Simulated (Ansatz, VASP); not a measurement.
**HfB2: VASP beside Ansatz**

```xyz
3
Lattice="3.1400 0.0000 0.0000 -1.5700 2.7193 0.0000 0.0000 0.0000 3.4800" Properties=species:S:1:pos:R:3 pbc="T T T"
Hf    0.0000    0.0000    0.0000
B     1.5700    0.9064    1.7400
B     0.0000    1.8129    1.7400
```

Alike in both runs: task relaxation of cell and atoms; functional PBEsol; dispersion D4; k mesh 10 × 10 × 8; occupations fermi-dirac, width 0.05 eV; no spin polarisation.

|  | VASP | Ansatz |
| --- | --- | --- |
| version | VASP 6.6.1 | Ansatz 0.2.0 |
| potentials or method | VASP PAW PBE potentials, release 64 (Hf_pv, B) | Ansatz PAW |
| plane-wave cutoff (eV) | 600 | 420 |
| valence electrons in the cell | 16 | 32 |

|  | VASP | Ansatz | Ansatz less VASP |
| --- | --- | --- | --- |
| relaxed volume (Å³/atom) | 9.60 | 9.61 | +0.005 |
| relaxed cell length with the largest relative difference (Å) | 3.115 | 3.116 | +0.0013 |

VASP's potentials were made for PBE, not for PBEsol. VASP's potentials hold 16 valence electrons a cell and Ansatz's 32, so a difference there can come from the potentials and not from the codes.

Spin-orbit coupling is off throughout. Noted on Ansatz's run: the plane-wave basis is chosen anew once the cell has moved, so the energies of steps on either side of that aren't comparable.
